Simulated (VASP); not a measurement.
Here is a VASP 6.6.1 calculation.

The input POSCAR:

```
GaN
1.0
    3.1831025598      0.0000000000      0.0000000000
   -1.5915512799      2.7566476796      0.0000000000
    0.0000000000      0.0000000000      5.1835786652
Ga N
2 2
Direct
    0.3333333333      0.6666666667     -0.0008903619
    0.6666666667      0.3333333333      0.4991096381
    0.3333333333      0.6666666667      0.3758903619
    0.6666666667      0.3333333333      0.8758903619
```

Contents of INCAR.step1:

```
SYSTEM = GaN
PREC = Accurate ; ENCUT = 600
ISMEAR = 0 ; SIGMA = 0.01
LREAL = .FALSE. ; LASPH = .TRUE.
NELM = 80 ; GGA = PE
ALGO = Normal ; EDIFF = 1E-4
LWAVE = .TRUE. ; LCHARG = .FALSE.
```

File INCAR.step2:

```
SYSTEM = GaN
PREC = Accurate ; ENCUT = 600
EDIFF = 1E-6 ; ISMEAR = 0
SIGMA = 0.01 ; LREAL = .FALSE.
LASPH = .TRUE. ; NELM = 80
ALGO = Normal ; ISIF = 3
LWAVE = .FALSE. ; LCHARG = .FALSE.
METAGGA = R2SCAN ; LMIXTAU = .TRUE.
IBRION = 2 ; NSW = 100
EDIFFG = -0.002 ; PSTRESS = 20.0
ISTART = 1
```

The input KPOINTS:

```
regular mesh
0
G
  8 8 4
  0 0 0
```

Potentials or basis: VASP PAW PBE potentials, release 64 (Ga_d, N).

Launch:

```sh
$ cat potpaw_PBE.64/Ga_d/POTCAR potpaw_PBE.64/N/POTCAR > POTCAR
$ cp INCAR.step1 INCAR
$ mpirun -np 1 vasp_std > vasp.out
$ cp INCAR.step2 INCAR
$ mpirun -np 1 vasp_std > vasp.out
```

Question: Estimate the space group after relaxing (to 0.05 Å).

Answer: P6_3mc (No. 186).

Question: Predict the band gap on the k mesh.

Answer: 2.37 eV, direct.

Question: Predict the relaxed cell.

Answer: a = 3.178 Å, b = 3.178 Å, c = 5.177 Å, α = 90.00°, β = 90.00°, γ = 120.00°.

Question: Estimate the relaxed volume.

Answer: 11.32 Å³/atom.

Final structure:
```cif
data_structure
_symmetry_space_group_name_H-M 'P 1'
_symmetry_Int_Tables_number 1
_cell_length_a 3.1782
_cell_length_b 3.1782
_cell_length_c 5.1769
_cell_angle_alpha 90.000
_cell_angle_beta 90.000
_cell_angle_gamma 120.000
_cell_volume 45.29
loop_
_atom_site_label
_atom_site_type_symbol
_atom_site_fract_x
_atom_site_fract_y
_atom_site_fract_z
_atom_site_occupancy
Ga1 Ga 0.33333 0.66667 0.99914 1
Ga2 Ga 0.66667 0.33333 0.49914 1
N1 N 0.33333 0.66667 0.37586 1
N2 N 0.66667 0.33333 0.87586 1
```

Caveat: the cell is relaxed towards a set pressure, so the enthalpy falls and the energy may rise; the PAW data sets were made with another functional, which shifts forces and pressure a little. r2SCAN opens gaps a little over a GGA but as a rule still falls short of measured ones.
